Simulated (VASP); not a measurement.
# CdS (Cm) in VASP: single point with PBEsol

Aim: the single point of CdS with PBEsol.

Program: VASP 6.6.1. These are calculated values, not measurements. Logs are shortened: lines on timing, memory, paths and dates and some standing lists are left out, and cuts for length are marked.

## Step 1: The cell of the first run

Symmetry: Cm, No. 8, monoclinic system. Conventional cell: a = 6.275 Å, b = 3.892 Å, c = 3.630 Å, α = 90.00°, β = 114.89°, γ = 90.00°. Cd (site symmetry m) has 6 S at 2.65 to 3.08 Å and 6 Cd at 3.63 to 3.69 Å within 3.7 Å. S (site symmetry m) has 6 Cd at 2.65 to 3.08 Å and 6 S at 3.63 to 3.69 Å within 3.7 Å.

## Step 2: Single point, PBEsol (strained and its atoms moved)

File INCAR:

```
SYSTEM = CdS
  ALGO = Normal
  EDIFF = 1E-6
  ENCUT = 500
  GGA = PS
  GGA_COMPAT = .False.
  ISIF = 2
  ISMEAR = 0
  LASPH = .True.
  LCHARG = .False.
  LREAL = .False.
  LWAVE = .False.
  NBANDS = 16
  NELM = 120
  PREC = Accurate
  SIGMA = 0.05
```

File KPOINTS:

```
k-points
0
Gamma
  12 12 12
  0 0 0
```

File POSCAR:

```
CdS
1.0
   -0.2631825940      2.4892079004      2.7138726108
    2.4892079004     -0.2631825940      2.7138726108
    2.5564145864      2.5564145864     -0.3303892800
Cd S
1 1
Direct
    0.0172080635      0.0172080635     -0.0090004430
    0.4827919365      0.4827919365      0.5090004430
```

Potentials or basis: VASP PAW PBE potentials, release 64 (Cd, S).

Command:

```sh
cat potpaw_PBE.64/Cd/POTCAR potpaw_PBE.64/S/POTCAR > POTCAR
mpirun -np 1 vasp_std > vasp.out
```

OUTCAR:

```text
SYSTEM = CdS
   EDIFF = 1E-6
   ENCUT = 500
   GGA = PS
   ISIF = 2
   ISMEAR = 0
   LASPH = .True.
   LREAL = .False.
   NELM = 120
   PREC = Accurate

 ion  position               nearest neighbor table
   1  0.017  0.017  0.991-   2 2.65   2 2.65   2 2.69   2 2.69   2 2.70   2 3.08
   2  0.483  0.483  0.509-   1 2.65   1 2.65   1 2.69   1 2.69   1 2.70   1 3.08

  LATTYP: Found a base centered monoclinic cell.
 ALAT       =     6.2746151691
 B/A-ratio  =     0.6203516648
 C/A-ratio  =     0.5785822987
 COS(beta)  =    -0.4209102687

  Lattice vectors:

 A1 = (   0.2631825940,  -2.4892079004,  -2.7138726108)
 A2 = (  -2.4892079004,   0.2631825940,  -2.7138726108)
 A3 = (   2.5564145864,   2.5564145864,  -0.3303892800)

Analysis of symmetry for initial positions (statically):
=====================================================================
 Subroutine PRICEL returns:
 Original cell was already a primitive cell.

 Routine SETGRP: Setting up the symmetry group for a
 base centered monoclinic supercell.

 Subroutine GETGRP returns: Found  2 space group operations
 (whereof  2 operations were pure point group operations)
 out of a pool of  4 trial point group operations.

The static configuration has the point symmetry C_1h.

Analysis of symmetry for dynamics (positions and initial velocities):
=====================================================================
 Subroutine PRICEL returns:
 Original cell was already a primitive cell.

 Routine SETGRP: Setting up the symmetry group for a
 base centered monoclinic supercell.

 Subroutine GETGRP returns: Found  2 space group operations
 (whereof  2 operations were pure point group operations)
 out of a pool of  4 trial point group operations.

The dynamic configuration has the point symmetry C_1h.

 Subroutine INISYM returns: Found  2 space group operations
 (whereof  2 operations are pure point group operations),
 and found     1 'primitive' translations

----------------------------------------------------------------------------------------

                                     Primitive cell

  volume of cell :      40.2152

  direct lattice vectors                    reciprocal lattice vectors
    -0.263182594  2.489207900  2.713872611    -0.170354104  0.192966436  0.174964804
     2.489207900 -0.263182594  2.713872611     0.192966436 -0.170354104  0.174964804
     2.556414586  2.556414586 -0.330389280     0.185741464  0.185741464 -0.152352472

  length of vectors
     3.691954170  3.691954170  3.630381268     0.311238250  0.311238250  0.303662738

  position of ions in fractional coordinates (direct lattice)
     0.017208064  0.017208064  0.990999557
     0.482791936  0.482791936  0.509000443

  ion indices of the primitive-cell ions
   primitive index   ion index
                 1           1
                 2           2

----------------------------------------------------------------------------------------

 KPOINTS: k-points

Automatic generation of k-mesh.
 Grid dimensions read from file:
 generate k-points for:   12   12   12

 Generating k-lattice:

  Cartesian coordinates                     Fractional coordinates (reciprocal lattice)
    -0.014196175  0.016080536  0.014580400     0.083333333  0.000000000 -0.000000000
     0.016080536 -0.014196175  0.014580400     0.000000000  0.083333333 -0.000000000
     0.015478455  0.015478455 -0.012696039     0.000000000  0.000000000  0.083333333

  Length of vectors
     0.025936521  0.025936521  0.025305228

  Shift w.r.t. Gamma in fractional coordinates (k-lattice)
     0.000000000  0.000000000  0.000000000

 Subroutine IBZKPT returns following result:
 ===========================================

 Found    476 irreducible k-points:

 Following reciprocal coordinates:
            Coordinates               Weight
  0.000000  0.000000  0.000000      1.000000
  0.083333  0.000000 -0.000000      4.000000
  0.166667  0.000000  0.000000      4.000000
  0.250000 -0.000000 -0.000000      4.000000
  0.333333  0.000000  0.000000      4.000000
  0.416667  0.000000  0.000000      4.000000
[... 16 lines left out ...]
  0.500000  0.166667 -0.000000      4.000000
 -0.416667  0.166667  0.000000      4.000000
 [... further k-points ...]
   k-points           NKPTS =    476   k-points in BZ     NKDIM =    476   number of bands    NBANDS=     16
   number of dos      NEDOS =    301   number of ions     NIONS =      2
   total plane-waves  NPLWV =  21952
   dimension x,y,z NGX =    28 NGY =   28 NGZ =   28
   dimension x,y,z NGXF=    56 NGYF=   56 NGZF=   56
   ions per type =               1   1
   NGX,Y,Z   is equivalent  to a cutoff of  12.61, 12.61, 12.82 a.u.
   NGXF,Y,Z  is equivalent  to a cutoff of  25.22, 25.22, 25.64 a.u.
 SYSTEM =  CdS
   PREC   = accura    normal or accurate (medium, high low for compatibility)
   ISTART =      0    job   : 0-new  1-cont  2-samecut
   ICHARG =      2    charge: 1-file 2-atom 10-const
   ISPIN  =      1    spin polarized calculation?
   LNONCOLLINEAR =      F non collinear calculations
   LSORBIT =      F    spin-orbit coupling
   LASPH  =      T    aspherical Exc in radial PAW
   ENCUT  =  500.0 eV  36.75 Ry    6.06 a.u.   6.73  6.73  6.62*2*pi/ulx,y,z
   NELM   =    120;   NELMIN=  2; NELMDL= -5     # of ELM steps
   EDIFF  = 0.1E-05   stopping-criterion for ELM
   LREAL  =      F    real-space projection
   EDIFFG = 0.1E-04   stopping-criterion for IOM
   NSW    =      0    number of steps for IOM
   IBRION =     -1    ionic relax: 0-MD 1-quasi-New 2-CG
   NFREE  =      0    steps in history (QN), initial steepest desc. (CG)
   ISIF   =      2    stress and relaxation
   ISYM   =      2    0-nonsym 1-usesym 2-fastsym
   POTIM  = 0.5000    time-step for ionic-motion
   TEBEG  =    0.0;   TEEND  =   0.0 temperature during run
   PSTRESS=    0.0 pullay stress
   NELECT =      18.0000    total number of electrons
   NUPDOWN=      -1.0000    fix difference up-down
   EMIN   =  10.00;   EMAX   =-10.00  energy-range for DOS
   EFERMI =   0.00;   METHOD = LEGACY
   ISMEAR =     0;   SIGMA  =   0.05  broadening in eV -4-tet -1-fermi 0-gaus
   EFERMI_NEDOS =   21; number of points for ismear=-14 and -15
   IALGO  =     38    algorithm
   IMIX   =      4    mixing-type and parameters
     AMIX     =   0.40;   BMIX     =  1.00
     AMIX_MAG =   1.60;   BMIX_MAG =  1.00
  volume/ion in A,a.u.               =      20.11       135.69
  Fermi-wavevector in a.u.,A,eV,Ry     =   1.252282  2.366470 21.336793  1.568210
  Thomas-Fermi vector in A             =   2.386190
   LORBIT       =      0    0 simple, 1 ext, 2 COOP (PROOUT), +10 PAW based schemes
   GGA     = PS    functional components
   LHFCALC =     F    Hartree Fock is set to
   AEXX    =    0.0000 exact exchange contribution
   IVDW    =     0    specifies the selected vdW correction
   LEPSILON=     F    determine dielectric tensor
   LRPA    =     F    only Hartree local field effects (RPA)
 non-spin polarized calculation
 Gauss-broadening in eV      SIGMA  =   0.05
  energy-cutoff  :      500.00
  volume of cell :       40.22
 maximum number of plane-waves:      1039
   NGX = 13   NGY = 13   NGZ = 13

 number of electron      17.9999996 magnetization

 Free energy of the ion-electron system (eV)
  ---------------------------------------------------
  ext. energy  EPLUGINS =         0.00000000
  ---------------------------------------------------
  free energy    TOTEN  =        -6.48841533 eV

  energy without entropy =       -6.48816901  energy(sigma->0) =       -6.48829217

 E-fermi :   3.3164     XC(G=0): -10.6915

 val. band max:        3.3075804607   @ k =   0.5000  -0.0000  -0.0000
 cond. band min:       3.3335520512   @ k =   0.5000   0.0833   0.5000
 fundamental gap:      0.0259715905
 Fermi energy:         3.3164340900

 k-point     1 :       0.0000    0.0000    0.0000
  band No.  band energies     occupation
      1      -9.9713      2.00000
      2      -4.8391      2.00000
      3      -4.7777      2.00000
      4      -4.6951      2.00000
      5      -4.6456      2.00000
      6      -4.6073      2.00000
[... 8 lines left out ...]
     15      14.0632      0.00000
     16      14.9096      0.00000

 k-point     2 :       0.0833    0.0000   -0.0000
  band No.  band energies     occupation
      1      -9.9112      2.00000
      2      -4.8476      2.00000
      3      -4.7809      2.00000
      4      -4.6904      2.00000
      5      -4.6620      2.00000
      6      -4.6033      2.00000
[... 8 lines left out ...]
     15      13.9357      0.00000
     16      14.9455      0.00000

 k-point     3 :       0.1667    0.0000    0.0000
  band No.  band energies     occupation
      1      -9.7385      2.00000
      2      -4.8883      2.00000
      3      -4.7966      2.00000
      4      -4.7079      2.00000
      5      -4.6568      2.00000
      6      -4.5894      2.00000
[... 8 lines left out ...]
     15      14.0283      0.00000
     16      14.7416      0.00000

 k-point     4 :       0.2500   -0.0000   -0.0000
  band No.  band energies     occupation
      1      -9.4788      2.00000
      2      -4.9623      2.00000
      3      -4.8370      2.00000
      4      -4.7483      2.00000
      5      -4.6168      2.00000
      6      -4.5575      2.00000
[... 8 lines left out ...]
     15      14.4856      0.00000
     16      14.8609      0.00000
[... 324 lines left out ...]
 k-point    22 :       0.4167    0.1667   -0.0000
  band No.  band energies     occupation
      1      -9.0986      2.00000
      2      -4.9302      2.00000
      3      -4.8464      2.00000
      4      -4.7460      2.00000
      5      -4.5363      2.00000
      6      -4.4511      2.00000
[... 8 lines left out ...]
     15      15.0282      0.00000
     16      17.0095      0.00000

 k-point    23 :       0.5000    0.1667   -0.0000
  band No.  band energies     occupation
      1      -8.9027      2.00000
      2      -4.9873      2.00000
      3      -4.8867      2.00000
      4      -4.7647      2.00000
      5      -4.5124      2.00000
      6      -4.4417      2.00000
[... 8 lines left out ...]
     15      14.8052      0.00000
     16      16.8673      0.00000

 k-point    24 :      -0.4167    0.1667    0.0000
  band No.  band energies     occupation
      1      -8.8287      2.00000
      2      -5.0463      2.00000
      3      -4.9237      2.00000
      4      -4.7732      2.00000
      5      -4.5096      2.00000
      6      -4.4575      2.00000
[... 8 lines left out ...]
     15      15.1906      0.00000
     16      16.6219      0.00000

 [... further k-points ...]

------------------------ aborting loop because EDIFF is reached ----------------------------------------

  FORCE on cell =-STRESS in cart. coord.  units (eV):
  Direction    XX          YY          ZZ          XY          YZ          ZX
  --------------------------------------------------------------------------------------
  -------------------------------------------------------------------------------------
  Total        0.1477133      0.1477133     -0.5509321      0.5296007      0.7717656      0.7717656
  in kB        5.8849048      5.8849048    -21.9491657     21.0993216     30.7471847     30.7471831
  external PRESSURE =      -3.3931187 kB  Pullay stress =       0.0000000 kB

 VOLUME and BASIS-vectors are now :
 -----------------------------------------------------------------------------
  energy-cutoff  :      500.00
  volume of cell :       40.22
      direct lattice vectors                 reciprocal lattice vectors
    -0.263182594  2.489207900  2.713872611    -0.170354104  0.192966436  0.174964804
     2.489207900 -0.263182594  2.713872611     0.192966436 -0.170354104  0.174964804
     2.556414586  2.556414586 -0.330389280     0.185741464  0.185741464 -0.152352472

 POSITION                                       TOTAL-FORCE (eV/Angst)
 -----------------------------------------------------------------------------------
      2.57171      2.57171     -0.23401        -0.033119     -0.033119      0.079821
      2.37592      2.37592      2.45230         0.033119      0.033119     -0.079821
 -----------------------------------------------------------------------------------
    total drift:                               -0.000025     -0.000025      0.000337

  FREE ENERGIE OF THE ION-ELECTRON SYSTEM (eV)
  ---------------------------------------------------
  free  energy   TOTEN  =        -6.4884153306 eV

  energy  without entropy=       -6.4881690083  energy(sigma->0) =       -6.48829217
```

Wall time 5.2 min (1 thread of AMD EPYC 7R43 (Zen 3), shared host); peak memory 0.34 GiB.

Results:

```
Free energy            : -6.4884 eV
Pressure               : -0.3 GPa
Largest force          : 0.093 eV/Å
Band gap on the k mesh : zero (bands 9 and 10 overlap by 0.31 eV)
```

Forces in eV/Å, atoms in the order of the input:
```
Cd  -0.033 -0.033  0.080
S    0.033  0.033 -0.080
```

Caveat: the cell differs from its parent crystal (strained and its atoms moved); semilocal functionals underestimate gaps, and a narrow one can read as zero; the PAW data sets were made with another functional, which shifts forces and pressure a little.

The gap in the log of VASP goes by the Fermi energy; the results here count the filled bands.